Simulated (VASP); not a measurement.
# Si2N (P4/m) in VASP: single point with PBE

Aim: the single point of Si2N with PBE.

Program: VASP 6.6.1. These are calculated values, not measurements. Logs are shortened: lines on timing, memory, paths and dates and some standing lists are left out, and cuts for length are marked.

**1. The cell of the first run**

The typed cell holds 12 atoms: a = 6.975 Å, b = 6.975 Å, c = 5.159 Å, α = 90.00°, β = 90.00°, γ = 90.00°.

**2. Single point, PBE**

Contents of INCAR:

```
SYSTEM = Si2N
ALGO = Normal ; EDIFF = 1E-6
ENCUT = 520 ; GGA = PE
ISIF = 2 ; ISMEAR = 0
LASPH = .TRUE. ; LCHARG = .FALSE.
LREAL = .FALSE. ; LWAVE = .FALSE.
NBANDS = 38 ; NELM = 80
PREC = Accurate ; SIGMA = 0.1
```

Contents of KPOINTS:

```
k-points
0
G
  4 4 4
  0 0 0
```

Contents of POSCAR:

```
Si2N
1.0
    6.9749166043      0.0000000000      0.0000000000
    0.0000000000      6.9749166043      0.0000000000
    0.0000000000      0.0000000000      5.1587299214
Si N
8 4
Direct
    0.2425737867      0.9998608341      0.2281691102
    0.7574262133      0.0001391659      0.2281691102
    0.0001391659      0.2425737867      0.2281691102
    0.9998608341      0.7574262133      0.2281691102
    0.7574262133      0.0001391659      0.7718308898
    0.2425737867      0.9998608341      0.7718308898
    0.9998608341      0.7574262133      0.7718308898
    0.0001391659      0.2425737867      0.7718308898
    0.9997572438      0.6004946157      0.5000000000
    0.0002427562      0.3995053843      0.5000000000
    0.3995053843      0.9997572438      0.5000000000
    0.6004946157      0.0002427562      0.5000000000
```

Potentials or basis: VASP PAW PBE potentials, release 64 (Si, N).

Started as:

```
$ cat potpaw_PBE.64/Si/POTCAR potpaw_PBE.64/N/POTCAR > POTCAR
$ mpirun -np 1 vasp_std > vasp.out
```

OUTCAR:

```text
SYSTEM = Si2N
   EDIFF = 1E-6
   ENCUT = 520
   GGA = PE
   ISIF = 2
   ISMEAR = 0
   LASPH = .TRUE.
   LREAL = .FALSE.
   NELM = 80
   PREC = Accurate

 ion  position               nearest neighbor table
   1  0.243  1.000  0.228-  11 1.78   6 2.35   3 2.39   4 2.39   6 2.80
   2  0.757  0.000  0.228-  12 1.78   5 2.35   3 2.39   4 2.39   5 2.80
   3  0.000  0.243  0.228-  10 1.78   8 2.35   1 2.39   2 2.39   8 2.80
   4  1.000  0.757  0.228-   9 1.78   7 2.35   1 2.39   2 2.39   7 2.80
   5  0.757  0.000  0.772-  12 1.78   2 2.35   8 2.39   7 2.39   2 2.80
   6  0.243  1.000  0.772-  11 1.78   1 2.35   8 2.39   7 2.39   1 2.80
   7  1.000  0.757  0.772-   9 1.78   4 2.35   6 2.39   5 2.39   4 2.80
   8  0.000  0.243  0.772-  10 1.78   3 2.35   6 2.39   5 2.39   3 2.80
   9  1.000  0.600  0.500-  10 1.40   7 1.78   4 1.78
  10  0.000  0.400  0.500-   9 1.40   8 1.78   3 1.78
  11  0.400  1.000  0.500-  12 1.40   6 1.78   1 1.78
  12  0.600  0.000  0.500-  11 1.40   5 1.78   2 1.78

  LATTYP: Found a simple tetragonal cell.
 ALAT       =     6.9749166043
 C/A-ratio  =     0.7396116992

  Lattice vectors:

 A1 = (   6.9749166043,   0.0000000000,   0.0000000000)
 A2 = (   0.0000000000,   6.9749166043,   0.0000000000)
 A3 = (   0.0000000000,   0.0000000000,   5.1587299214)

Analysis of symmetry for initial positions (statically):
=====================================================================
 Subroutine PRICEL returns:
 Original cell was already a primitive cell.

 Routine SETGRP: Setting up the symmetry group for a
 simple tetragonal supercell.

 Subroutine GETGRP returns: Found  8 space group operations
 (whereof  8 operations were pure point group operations)
 out of a pool of 16 trial point group operations.

The static configuration has the point symmetry C_4h.

Analysis of symmetry for dynamics (positions and initial velocities):
=====================================================================
 Subroutine PRICEL returns:
 Original cell was already a primitive cell.

 Routine SETGRP: Setting up the symmetry group for a
 simple tetragonal supercell.

 Subroutine GETGRP returns: Found  8 space group operations
 (whereof  8 operations were pure point group operations)
 out of a pool of 16 trial point group operations.

The dynamic configuration has the point symmetry C_4h.

[... 119 lines left out ...]
   POTIM  = 0.5000    time-step for ionic-motion
   TEBEG  =    0.0;   TEEND  =   0.0 temperature during run
   PSTRESS=    0.0 pullay stress
   NELECT =      52.0000    total number of electrons
   NUPDOWN=      -1.0000    fix difference up-down
   EMIN   =  10.00;   EMAX   =-10.00  energy-range for DOS
   EFERMI =   0.00;   METHOD = LEGACY
   ISMEAR =     0;   SIGMA  =   0.10  broadening in eV -4-tet -1-fermi 0-gaus
   EFERMI_NEDOS =   21; number of points for ismear=-14 and -15
   IALGO  =     38    algorithm
   IMIX   =      4    mixing-type and parameters
     AMIX     =   0.40;   BMIX     =  1.00
     AMIX_MAG =   1.60;   BMIX_MAG =  1.00
  volume/ion in A,a.u.               =      20.91       141.14
  Fermi-wavevector in a.u.,A,eV,Ry     =   0.968729  1.830633 12.768197  0.938436
  Thomas-Fermi vector in A             =   2.098723
   LORBIT       =      0    0 simple, 1 ext, 2 COOP (PROOUT), +10 PAW based schemes
   GGA     = PE    functional components
   LHFCALC =     F    Hartree Fock is set to
   AEXX    =    0.0000 exact exchange contribution
   IVDW    =     0    specifies the selected vdW correction
   LEPSILON=     F    determine dielectric tensor
   LRPA    =     F    only Hartree local field effects (RPA)
 non-spin polarized calculation
 Gauss-broadening in eV      SIGMA  =   0.10
  energy-cutoff  :      520.00
  volume of cell :      250.97
 maximum number of plane-waves:      6784
 NGX is ok and might be reduce to    54
   NGX = 25   NGY = 25   NGZ = 19

 number of electron      51.9999995 magnetization

 Free energy of the ion-electron system (eV)
  ---------------------------------------------------
  ext. energy  EPLUGINS =         0.00000000
  ---------------------------------------------------
  free energy    TOTEN  =       -72.52447793 eV

  energy without entropy =      -72.50113269  energy(sigma->0) =      -72.51280531

 E-fermi :   3.6586     XC(G=0):  -7.8353

 val. band max:        3.6252910496   @ k =   0.5000   0.0000   0.5000
 cond. band min:       3.6789041561   @ k =   0.2500   0.2500   0.2500
 fundamental gap:      0.0536131066
 Fermi energy:         3.6585640739

 k-point     1 :       0.0000    0.0000    0.0000
  band No.  band energies     occupation
      1     -16.5581      2.00000
      2     -16.4830      2.00000
      3     -11.2344      2.00000
      4     -11.2344      2.00000
      5      -8.8217      2.00000
      6      -6.0242      2.00000
[... 727 lines left out ...]
     37       7.8365      0.00000
     38       7.8371      0.00000

------------------------ aborting loop because EDIFF is reached ----------------------------------------

  FORCE on cell =-STRESS in cart. coord.  units (eV):
  Direction    XX          YY          ZZ          XY          YZ          ZX
  --------------------------------------------------------------------------------------
  -------------------------------------------------------------------------------------
  Total        0.4705136      0.4705136     -0.0405180     -0.0000000      0.0000000      0.0000000
  in kB        3.0037373      3.0037373     -0.2586649     -0.0000001      0.0000000      0.0000000
  external PRESSURE =       1.9162699 kB  Pullay stress =       0.0000000 kB

 VOLUME and BASIS-vectors are now :
 -----------------------------------------------------------------------------
  energy-cutoff  :      520.00
  volume of cell :      250.97
      direct lattice vectors                 reciprocal lattice vectors
     6.974916604  0.000000000  0.000000000     0.143370890  0.000000000  0.000000000
     0.000000000  6.974916604  0.000000000     0.000000000  0.143370890  0.000000000
     0.000000000  0.000000000  5.158729921     0.000000000  0.000000000  0.193846163

 POSITION                                       TOTAL-FORCE (eV/Angst)
 -----------------------------------------------------------------------------------
      1.69193      6.97395      1.17706         0.033575      0.000524      0.035082
      5.28298      0.00097      1.17706        -0.033575     -0.000524      0.035082
      0.00097      1.69193      1.17706        -0.000524      0.033575      0.035082
      6.97395      5.28298      1.17706         0.000524     -0.033575      0.035082
      5.28298      0.00097      3.98167        -0.033575     -0.000524     -0.035082
      1.69193      6.97395      3.98167         0.033575      0.000524     -0.035082
      6.97395      5.28298      3.98167         0.000524     -0.033575     -0.035082
      0.00097      1.69193      3.98167        -0.000524      0.033575     -0.035082
      6.97322      4.18840      2.57936         0.001312      0.035500      0.000000
      0.00169      2.78652      2.57936        -0.001312     -0.035500      0.000000
      2.78652      6.97322      2.57936        -0.035500      0.001312      0.000000
      4.18840      0.00169      2.57936         0.035500     -0.001312      0.000000
 -----------------------------------------------------------------------------------
    total drift:                                0.000000      0.000000      0.000000

  FREE ENERGIE OF THE ION-ELECTRON SYSTEM (eV)
  ---------------------------------------------------
  free  energy   TOTEN  =       -72.5244779313 eV

  energy  without entropy=      -72.5011326913  energy(sigma->0) =      -72.51280531
```

stdout:

```text
POSCAR found type information on POSCAR SiN
 POSCAR found :  2 types and      12 ions
 scaLAPACK will be used
 LDA part: xc-table for (Slater+PW92), standard interpolation
 POSCAR, INCAR and KPOINTS ok, starting setup
 FFT: planning ... GRIDC
 FFT: planning ... GRID_SOFT
 FFT: planning ... GRID
 WAVECAR not read
 entering main loop
```

Wall time 2.2 min (1 thread of AMD EPYC 9R45 (Zen 5), shared host); peak memory 0.35 GiB.

What came out:

| Item | Value |
| --- | --- |
| Free energy | -72.5245 eV |
| Pressure | 0.2 GPa |
| Largest force | 0.049 eV/Å |
| Band gap on the k mesh | zero (band 26 reaches 3.85 eV, above the bottom of band 27 at 2.91 eV) |

Forces in eV/Å, atoms in the order of the input:
```
Si   0.034  0.001  0.035
Si  -0.034 -0.001  0.035
Si  -0.001  0.034  0.035
Si   0.001 -0.034  0.035
Si  -0.034 -0.001 -0.035
Si   0.034  0.001 -0.035
Si   0.001 -0.034 -0.035
Si  -0.001  0.034 -0.035
N    0.001  0.035  0.000
N   -0.001 -0.035  0.000
N   -0.035  0.001  0.000
N    0.035 -0.001  0.000
```

Stress tensor (GPa, compression positive):
```
 0.30  0.00  0.00
 0.00  0.30  0.00
 0.00  0.00 -0.03
```

Levels at points of the mesh, in eV from the Fermi level:
| k point | band 24 | band 25 | band 26 | band 27 | band 28 | band 29 |
| --- | --- | --- | --- | --- | --- | --- |
| (0.00, 0.00, 0.00) | -1.31 | -1.01 | -0.63 | -0.35 | 1.36 | 1.36 |
| (0.50, 0.00, 0.00) | -1.01 | -0.76 | -0.76 | -0.75 | 1.19 | 1.94 |
| (0.50, 0.50, 0.00) | -1.11 | -1.11 | -0.87 | -0.66 | 2.05 | 2.05 |
| (0.00, 0.00, 0.50) | -0.47 | -0.47 | -0.27 | 0.93 | 1.29 | 1.61 |
| (0.50, 0.00, 0.50) | -1.23 | -0.24 | -0.03 | 0.78 | 1.18 | 1.38 |
| (0.50, 0.50, 0.50) | -1.06 | -1.06 | -0.78 | 0.45 | 1.45 | 1.45 |
